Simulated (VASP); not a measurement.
A run of VASP 6.6.1:

Contents of INCAR:

```
SYSTEM = Si
PREC = Accurate
ENCUT = 520
EDIFF = 1E-7
ISMEAR = -1
SIGMA = 0.05
LREAL = Auto
LASPH = .TRUE.
NELM = 60
ALGO = Normal
ISIF = 2
LWAVE = .FALSE.
LCHARG = .FALSE.
GGA = PS
NBANDS = 48
```

Contents of KPOINTS:

```
regular mesh
0
G
  2 2 2
  0 0 0
```

Contents of POSCAR:

```
Si
1.0
    0.0000000000      5.4300000000      5.4300000000
    5.4300000000      0.0000000000      5.4300000000
    5.4300000000      5.4300000000      0.0000000000
Si
17
Direct
   -0.0045643646     -0.0037299263     -0.0037118785
    0.0795721915      0.1400556169      0.1401038674
   -0.0045410681     -0.0037519337      0.5118372007
    0.1347055249      0.1160471455      0.6245399632
   -0.0044079190      0.5117703499     -0.0037762431
    0.1348572744      0.6245287293      0.1159451197
    0.0314574586      0.4895154696      0.4894197053
    0.1348739411      0.6245100368      0.6244824125
    0.4524526703      0.0158744015      0.0157629834
    0.6175275322      0.1172013812      0.1171630755
    0.5064960405     -0.0164807551      0.5049074586
    0.6175504604      0.1171530387      0.6479605893
    0.5066411602      0.5049781768     -0.0166137201
    0.6176819521      0.6480885820      0.1170040516
    0.5066547882      0.5049544199      0.5048004604
    0.6577363720      0.6141185083      0.6139708103
    0.6805186004      0.2731963168      0.2730686924
```

Potentials or basis: VASP PAW PBE potentials, release 64 (Si).

Command:

```sh
$ cat potpaw_PBE.64/Si/POTCAR > POTCAR
$ mpirun -np 1 vasp_std > vasp.out
```

Hardware: 1 thread of AMD EPYC 9R45 96-Core Processor (Zen 5) (shared host).

Problem. How long does it take, and how much memory?

Solution. Run time: 3.1 min on 1 thread of AMD EPYC 9R45 96-Core Processor (Zen 5), with other jobs on the host, peak memory 0.44 GiB. Counts: scf iterations 14, k points 8.
